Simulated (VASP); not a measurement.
# AlNi in VASP: further runs, part 2 of 2

VASP 6.6.1. Earlier steps stand in the parts before.

### Step 3. Single point, PBE (atoms displaced along a vibrational mode)

INCAR reads:

```
PREC     = Accurate       # precision mode
ENCUT    = 520            # plane-wave cutoff, eV
EDIFF    = 1E-6           # SCF threshold, eV
ISMEAR   = 0              # smearing method
SIGMA    = 0.15           # smearing width, eV
LREAL    = F              # projectors in reciprocal space
LASPH    = T              # aspherical terms in the spheres
NELM     = 80             # most SCF steps
ALGO     = Fast           # electronic algorithm
ISIF     = 2              # what is computed and relaxed
LWAVE    = F              # write WAVECAR
LCHARG   = F              # write CHGCAR
GGA      = PE             # functional
NBANDS   = 14             # bands
```

KPOINTS reads:

```
regular mesh
0
Gamma
  16 16 16
```

POSCAR reads:

```
AlNi
1.0
    2.8927237805      0.0000000000      0.0000000000
    0.0000000000      2.8927237805      0.0000000000
    0.0000000000      0.0000000000      2.8927237805
Al Ni
1 1
Direct
   -0.0207416969     -0.0069138990      0.0000000000
    0.5095350226      0.5031783409      0.5000000000
```

Potentials or basis: VASP PAW PBE potentials, release 64 (Al, Ni).

Command:

```bash
$ cat potpaw_PBE.64/Al/POTCAR potpaw_PBE.64/Ni/POTCAR > POTCAR
$ mpirun -np 1 vasp_std > vasp.out
```

OUTCAR:

```text
PREC = Accurate
   ENCUT = 520
   EDIFF = 1E-6
   ISMEAR = 0
   LREAL = F
   LASPH = T
   NELM = 80
   ISIF = 2
   GGA = PE

 ion  position               nearest neighbor table
   1  0.979  0.993  0.000-   2 2.44   2 2.44   2 2.47   2 2.47   2 2.54   2 2.54   2 2.57   2 2.57

   2  0.510  0.503  0.500-   1 2.44   1 2.44   1 2.47   1 2.47   1 2.54   1 2.54   1 2.57   1 2.57

  LATTYP: Found a simple cubic cell.
 ALAT       =     2.8927237805

  Lattice vectors:

 A1 = (   2.8927237805,   0.0000000000,   0.0000000000)
 A2 = (   0.0000000000,   2.8927237805,   0.0000000000)
 A3 = (   0.0000000000,   0.0000000000,   2.8927237805)

Analysis of symmetry for initial positions (statically):
=====================================================================
 Subroutine PRICEL returns:
 Original cell was already a primitive cell.

 Routine SETGRP: Setting up the symmetry group for a
 simple cubic supercell.

 Subroutine GETGRP returns: Found  2 space group operations
 (whereof  2 operations were pure point group operations)
 out of a pool of 48 trial point group operations.

[... 176 lines left out ...]
      4       8.3372      2.00000
      5       8.3461      2.00000
      6       8.3470      2.00000
      7      15.3127      0.00000
      8      15.3160      0.00000
      9      15.3258      0.00000
     10      17.9609      0.00000
     11      17.9632      0.00000
     12      23.3342      0.00000
     13      30.5725      0.00000
     14      30.6165      0.00000
[... 377 lines left out ...]
      1       2.9807      2.00000
      2       3.1663      2.00000
      3       7.1552      2.00000
      4       7.6451      2.00000
      5       7.6574      2.00000
      6       8.4304      2.00000
      7       9.2213      2.00000
      8      18.1416      0.00000
      9      19.8254      0.00000
     10      19.8570      0.00000
     11      20.5816      0.00000
     12      20.6392      0.00000
     13      24.0514      0.00000
     14      24.9288      0.00000

 [... further k-points ...]

------------------------ aborting loop because EDIFF is reached ----------------------------------------

  FORCE on cell =-STRESS in cart. coord.  units (eV):
  Direction    XX          YY          ZZ          XY          YZ          ZX
  --------------------------------------------------------------------------------------
  -------------------------------------------------------------------------------------
  Total        0.0410104      0.0890390      0.0954272      0.0539386      0.0000000      0.0000000
  in kB        2.7144602      5.8934532      6.3162882      3.5701731      0.0000000      0.0000000
  external PRESSURE =       4.9747338 kB  Pullay stress =       0.0000000 kB

 VOLUME and BASIS-vectors are now :
 -----------------------------------------------------------------------------
  energy-cutoff  :      520.00
  volume of cell :       24.21
      direct lattice vectors                 reciprocal lattice vectors
     2.892723780  0.000000000  0.000000000     0.345694949  0.000000000  0.000000000
     0.000000000  2.892723780  0.000000000     0.000000000  0.345694949  0.000000000
     0.000000000  0.000000000  2.892723780     0.000000000  0.000000000  0.345694949

 POSITION                                       TOTAL-FORCE (eV/Angst)
 -----------------------------------------------------------------------------------
      2.83272      2.87272      0.00000         0.500756      0.170825      0.000000
      1.47394      1.45556      1.44636        -0.500756     -0.170825      0.000000
 -----------------------------------------------------------------------------------
    total drift:                               -0.000172     -0.000283      0.000008

  FREE ENERGIE OF THE ION-ELECTRON SYSTEM (eV)
  ---------------------------------------------------
  free  energy   TOTEN  =       -10.5193218008 eV

  energy  without entropy=      -10.5105316214  energy(sigma->0) =      -10.51492671
```

stdout:

```text
POSCAR found type information on POSCAR AlNi
 POSCAR found :  2 types and       2 ions
 scaLAPACK will be used
 LDA part: xc-table for (Slater+PW92), standard interpolation
 POSCAR, INCAR and KPOINTS ok, starting setup
 FFT: planning ... GRIDC
 FFT: planning ... GRID_SOFT
 FFT: planning ... GRID
 WAVECAR not read
 entering main loop
WARNING in EDDRMM: call to ZHEGV failed, returncode =   8  4     14
WARNING in EDDRMM: call to ZHEGV failed, returncode =   8  4     13
WARNING in EDDRMM: call to ZHEGV failed, returncode =   6  3     13
WARNING in EDDRMM: call to ZHEGV failed, returncode =   8  4     14
WARNING in EDDRMM: call to ZHEGV failed, returncode =   8  4     14
```

It took 5.4 min on 1 thread of Intel Xeon Platinum 8259CL at 2.50GHz (Skylake/Cascade Lake), shared host; peak memory 0.49 GiB.

What came out:

| Quantity | Value |
| --- | --- |
| Free energy | -10.5193 eV |
| Pressure | 0.5 GPa |
| Largest force | 0.529 eV/Å |
| Band gap on the k mesh | zero (an odd number of electrons rules out a gap without spin polarisation) |

Forces on the atoms (eV/Å):
```
Al   0.501  0.171  0.000
Ni  -0.501 -0.171  0.000
```

Caveat: the cell differs from its parent crystal (atoms displaced along a vibrational mode). Spin polarisation is off, so any magnetic state and its effect on volume and gap are missing.

### Step 4. Single point, PBE (atoms displaced along a vibrational mode)

INCAR reads:

```
  ALGO = Fast
  EDIFF = 1E-7
  ENCUT = 520
  GGA = PE
  ISIF = 2
  ISMEAR = 0
  LASPH = True
  LCHARG = False
  LREAL = False
  LWAVE = False
  NBANDS = 14
  NELM = 100
  PREC = Accurate
  SIGMA = 0.15
```

KPOINTS reads:

```
k-points
0
Gamma
  16 16 16
```

POSCAR reads:

```
AlNi
1.0
    2.8927237805      0.0000000000      0.0000000000
    0.0000000000      2.8927237805      0.0000000000
    0.0000000000      0.0000000000      2.8927237805
Al Ni
1 1
Direct
   -0.0276555959     -0.0069138990      0.0000000000
    0.5127133634      0.5031783409      0.5000000000
```

Potentials or basis: VASP PAW PBE potentials, release 64 (Al, Ni).

Command:

```bash
$ cat potpaw_PBE.64/Al/POTCAR potpaw_PBE.64/Ni/POTCAR > POTCAR
$ mpirun -np 1 vasp_std > vasp.out
```

OUTCAR:

```text
EDIFF = 1E-7
   ENCUT = 520
   GGA = PE
   ISIF = 2
   ISMEAR = 0
   LASPH = True
   LREAL = False
   NELM = 100
   PREC = Accurate

 ion  position               nearest neighbor table
   1  0.972  0.993  0.000-   2 2.42   2 2.42   2 2.46   2 2.46   2 2.56   2 2.56   2 2.59   2 2.59

   2  0.513  0.503  0.500-   1 2.42   1 2.42   1 2.46   1 2.46   1 2.56   1 2.56   1 2.59   1 2.59

  LATTYP: Found a simple cubic cell.
 ALAT       =     2.8927237805

  Lattice vectors:

[... 597 lines left out ...]
------------------------ aborting loop because EDIFF is reached ----------------------------------------

  FORCE on cell =-STRESS in cart. coord.  units (eV):
  Direction    XX          YY          ZZ          XY          YZ          ZX
  --------------------------------------------------------------------------------------
  -------------------------------------------------------------------------------------
  Total        0.0847185      0.1754390      0.1820669      0.0716603      0.0000000      0.0000000
  in kB        5.6074833     11.6122385     12.0509306      4.7431687      0.0000000      0.0000000
  external PRESSURE =       9.7568842 kB  Pullay stress =       0.0000000 kB

 VOLUME and BASIS-vectors are now :
 -----------------------------------------------------------------------------
  energy-cutoff  :      520.00
  volume of cell :       24.21
      direct lattice vectors                 reciprocal lattice vectors
     2.892723780  0.000000000  0.000000000     0.345694949  0.000000000  0.000000000
     0.000000000  2.892723780  0.000000000     0.000000000  0.345694949  0.000000000
     0.000000000  0.000000000  2.892723780     0.000000000  0.000000000  0.345694949

 POSITION                                       TOTAL-FORCE (eV/Angst)
 -----------------------------------------------------------------------------------
      2.81272      2.87272      0.00000         0.667515      0.174138      0.000000
      1.48314      1.45556      1.44636        -0.667515     -0.174138      0.000000
 -----------------------------------------------------------------------------------
    total drift:                                0.000299     -0.000206      0.000001

  FREE ENERGIE OF THE ION-ELECTRON SYSTEM (eV)
  ---------------------------------------------------
  free  energy   TOTEN  =       -10.5022736192 eV

  energy  without entropy=      -10.4934893732  energy(sigma->0) =      -10.49788150
```

stdout:

```text
POSCAR found type information on POSCAR AlNi
 POSCAR found :  2 types and       2 ions
 scaLAPACK will be used
 LDA part: xc-table for (Slater+PW92), standard interpolation
 POSCAR, INCAR and KPOINTS ok, starting setup
 FFT: planning ... GRIDC
 FFT: planning ... GRID_SOFT
 FFT: planning ... GRID
 WAVECAR not read
 entering main loop
WARNING in EDDRMM: call to ZHEGV failed, returncode =   8  4     12
WARNING in EDDRMM: call to ZHEGV failed, returncode =   8  4     13
WARNING in EDDRMM: call to ZHEGV failed, returncode =   8  4     14
WARNING in EDDRMM: call to ZHEGV failed, returncode =   8  4     14
WARNING in EDDRMM: call to ZHEGV failed, returncode =   8  4     14
WARNING in EDDRMM: call to ZHEGV failed, returncode =   6  3     14
WARNING in EDDRMM: call to ZHEGV failed, returncode =   6  3     14
WARNING in EDDRMM: call to ZHEGV failed, returncode =   6  3     14
WARNING in EDDRMM: call to ZHEGV failed, returncode =   8  4     13
WARNING in EDDRMM: call to ZHEGV failed, returncode =   8  4     14
WARNING in EDDRMM: call to ZHEGV failed, returncode =   8  4     14
```

Run time: 4.5 min. Hardware: 1 thread of Intel Xeon Platinum 8259CL at 2.50GHz (Skylake/Cascade Lake), shared host; peak memory 0.49 GiB.

What came out:

| Property | Result |
| --- | --- |
| Free energy | -10.5023 eV |
| Pressure | 1.0 GPa |
| Largest force | 0.690 eV/Å |
| Band gap on the k mesh | zero (an odd number of electrons rules out a gap without spin polarisation) |

Forces in eV/Å, atoms in the order of the input:
```
Al   0.668  0.174  0.000
Ni  -0.668 -0.174  0.000
```

Stress tensor (GPa, compression positive):
```
0.56 0.47 0.00
0.47 1.16 0.00
0.00 0.00 1.21
```

Caveat: the cell differs from its parent crystal (atoms displaced along a vibrational mode). Spin polarisation is off, so any magnetic state and its effect on volume and gap are missing.

### Step 5. Overview

```csv
cell,further INCAR settings,gap on the mesh (eV),pressure (GPa),largest force (eV/Å)
"as given, atomic positions A",ALGO = Fast; EDIFF = 1e-06; NBANDS = 14,none,0.4,0.48
"as given, atomic positions B",ALGO = Fast; EDIFF = 1e-06; NBANDS = 14,none,0.5,0.53
"as given, atomic positions C",ALGO = Fast; EDIFF = 1e-07; NBANDS = 14,none,1.0,0.69
```

Alike in all rows: task single point; level PBE; potentials or basis VASP PAW PBE potentials, release 64 (Al, Ni); no spin polarisation; k mesh 16 × 16 × 16; cutoff (eV) 520; smearing gaussian 0.15 eV.

Total energies depend on the potentials used, so only differences within one code and one set of settings carry meaning.
